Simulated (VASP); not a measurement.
Crystal: CaO.

```
CELL_PARAMETERS angstrom
0.00000 2.41518 2.41518
2.41518 0.00000 2.41518
2.41518 2.41518 0.00000
ATOMIC_POSITIONS crystal
Ca 0.00000 0.00000 0.00000
O 0.50000 0.50000 0.50000
```

| Item | Value |
| --- | --- |
| Program | VASP 6.6.1 |
| Task | relaxation of cell and atoms |
| Functional | PBEsol |
| Potentials or basis | VASP PAW PBE potentials, release 64 (Ca_sv, O) |
| Cutoff | 600 eV |
| k mesh | 8 × 8 × 8 |
| Occupations | fermi-dirac, width 0.02 eV |
| Spin | no spin polarisation |

At the start: pressure -3.7 GPa; volume 14.09 Å³/atom.

How do energy, volume and symmetry change on relaxing?

Over 3 steps the energy falls by 5.8 meV/atom and the volume is 13.61 Å³/atom (-3.4 %); space group Fm-3m (No. 225, to 0.05 Å).

The path:
| step | energy change (eV) | largest force (eV/Å) | pressure (GPa) | volume (Å³) |
| --- | --- | --- | --- | --- |
| 1 | 0.0000 | 0.0000 | -3.72 | 28.18 |
| 2 | -0.0099 | 0.0000 | 1.52 | 26.86 |
| 3 | -0.0115 | 0.0000 | 0.00 | 27.21 |

Final structure:
```
Ca O
1.0
     0.00000    2.38731    2.38731
     2.38731    0.00000    2.38731
     2.38731    2.38731    0.00000
Ca O
1 1
Direct
  0.00000 0.00000 0.00000
  0.50000 0.50000 0.50000
```

Caveat: the PAW data sets were made with another functional, which shifts forces and pressure a little.
